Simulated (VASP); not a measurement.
Input of a VASP 6.6.1 run:

File INCAR:

```
ALGO     = Normal         # electronic algorithm
EDIFF    = 1E-6           # SCF threshold, eV
ENCUT    = 520            # plane-wave cutoff, eV
GGA      = PE             # functional
ISIF     = 2              # what is computed and relaxed
ISMEAR   = 0              # smearing method
IVDW     = 12             # dispersion correction
LASPH    = T              # aspherical terms in the spheres
LCHARG   = T              # write CHGCAR
LELF     = T              # ELF
LREAL    = Auto         
LVHAR    = T            
LWAVE    = F              # write WAVECAR
NBANDS   = 104            # bands
NELM     = 80             # most SCF steps
PREC     = Accurate       # precision mode
SIGMA    = 0.15           # smearing width, eV
```

Contents of KPOINTS:

```
k-points
0
Gamma
  2 3 1
```

The input POSCAR:

```
Ag16P
1.0
    8.1800000000      0.0000000000      0.0000000000
    0.0000000000      5.7841330000      0.0000000000
    0.0000000000      0.0000000000     15.3381000000
Ag P
16 1
Direct
    0.2500000000      0.2499999568      0.0651971235
    0.7500000000      0.2499999568      0.0651971235
    0.2500000000      0.7500000432      0.0651971235
    0.7500000000      0.7500000432      0.0651971235
    0.0019229829      0.0001868906      0.1526037123
    0.4979958435      0.0001868906      0.1526086021
   -0.0002009780      0.5001700341      0.1519480249
    0.5001301956      0.5001702070      0.1519461341
    0.2499039120      0.2488409240      0.2556563720
    0.7498892421      0.2450695722      0.2522464973
    0.2499040342      0.7522691819      0.2555986074
    0.7498904645      0.7558462089      0.2522295460
    0.0001874083      0.0005281690      0.3450653601
    0.4995722494      0.0005172772      0.3450763132
   -0.0357465770      0.5005287741      0.3508591025
    0.5354426650      0.5005222045      0.3508316545
    0.2498477995      0.5008040099      0.3902042626
```

Potentials or basis: VASP PAW PBE potentials, release 64 (Ag, P).

Command:

```bash
$ cat potpaw_PBE.64/Ag/POTCAR potpaw_PBE.64/P/POTCAR > POTCAR
$ mpirun -np 1 vasp_std > vasp.out
```

(1) Predict the band gap on the k mesh.

(2) Estimate the dispersion energy per atom.

(3) Estimate the largest force.

## Answers

(1) zero (an odd number of electrons rules out a gap without spin polarisation).

(2) -0.367 eV.

(3) 0.209 eV/Å.

Caveat: the k points lie up to 0.38 Å⁻¹ apart, too coarse for converged energies and pressures of a metal; there is no dipole correction, which matters where the two faces differ.
